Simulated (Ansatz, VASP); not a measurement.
**One calculation of NaI, two programs**

```
Na I
1.0
     0.00000    3.23640    3.23640
     3.23640    0.00000    3.23640
     3.23640    3.23640    0.00000
Na I
1 1
Cartesian
  0.0000 0.0000 0.0000
  3.2364 3.2989 3.2364
```

Change from the starting cell: all I atoms moved +0.062 Å, as atom 2 along Cartesian [0 1 0].

Alike in both runs: task single point; functional PBE; k mesh 6 × 6 × 6; occupations gaussian, width 0.05 eV; no spin polarisation.

|  | VASP | Ansatz |
| --- | --- | --- |
| version | VASP 6.6.1 | Ansatz 0.2.0 |
| potentials or method | VASP PAW PBE potentials, release 64 (Na_pv, I), cutoff 520 eV | scalar-relativistic, plane waves, PAW |
| valence electrons in the cell | 14 | 26 |

Ansatz gave:

| Item | Value |
| --- | --- |
| gap on the k mesh at the Fermi level (eV) | 3.64 |
| least direct gap on the mesh (eV) | 3.64 |
| pressure (GPa) | 0.4 |
| rms of the force components (eV/Å) | 0.033 |

Problem. What did VASP give for the same quantities?

Solution. gap on the k mesh at the Fermi level (eV): 3.64; least direct gap on the mesh (eV): 3.64; pressure (GPa): 0.5; rms of the force components (eV/Å): 0.033.

Atom by atom the forces differ by 0.000 eV/Å (rms over components). With one functional, cell and mesh, what is left measures potentials, basis and numerics. VASP's potentials hold 14 valence electrons a cell and Ansatz's 26, so a difference there can come from the potentials and not from the codes.

Neither program's run includes spin-orbit coupling.
